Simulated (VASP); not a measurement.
Here is a VASP 6.6.1 calculation.

Contents of INCAR:

```
SYSTEM = BaTiO3
ALGO = Normal ; EDIFF = 1E-6
ENCUT = 1340 ; GGA = PE
GGA_COMPAT = .False. ; ISIF = 2
ISMEAR = 0 ; LASPH = .True.
LCHARG = .False. ; LREAL = .False.
LWAVE = .False. ; NBANDS = 28
NELM = 120 ; PREC = Accurate
SIGMA = 0.02
```

File KPOINTS:

```
k-points
0
Gamma
  8 8 6
  0 0 0
```

The input POSCAR:

```
BaTiO3
1.0
    4.1050132901      0.0000000000      0.0000000000
    0.0000000000      4.1050132901      0.0000000000
    0.0000000000      0.0000000000      4.3264971309
Ba Ti O
1 1 3
Direct
    0.5000000000      0.5000000000      0.6048510521
    0.0000000000      0.0000000000      0.1145402535
    0.0000000000      0.5000000000      0.0574081972
    0.5000000000      0.0000000000      0.0574081972
    0.0000000000      0.0000000000      0.5257892901
```

Potentials or basis: VASP PAW PBE potentials, release 64 (Ba_sv, Ti_sv, O_h).

Command:

```console
$ cat potpaw_PBE.64/Ba_sv/POTCAR potpaw_PBE.64/Ti_sv/POTCAR potpaw_PBE.64/O_h/POTCAR > POTCAR
$ mpirun -np 1 vasp_std > vasp.out
```

Q: What does it give for the pressure?

A: -7.7 GPa.

Q: Predict the band gap on the k mesh.

A: 1.71 eV (least direct gap 2.28 eV).

Q: Estimate the largest force.

A: 0.072 eV/Å.

Forces in eV/Å, atoms in the order of the input:
```
Ba   0.000  0.000 -0.062
Ti   0.000  0.000 -0.058
O    0.000  0.000  0.024
O    0.000  0.000  0.024
O    0.000  0.000  0.072
```

Caveat: the cell differs from its parent crystal (equal strain along all axes, cell held: +3.0 %, then relaxed in part); the stress differs along the axes, from -9 to -4 GPa; spin-orbit coupling is left out, which moves the levels of the heavy elements. A k mesh can miss the band edges.
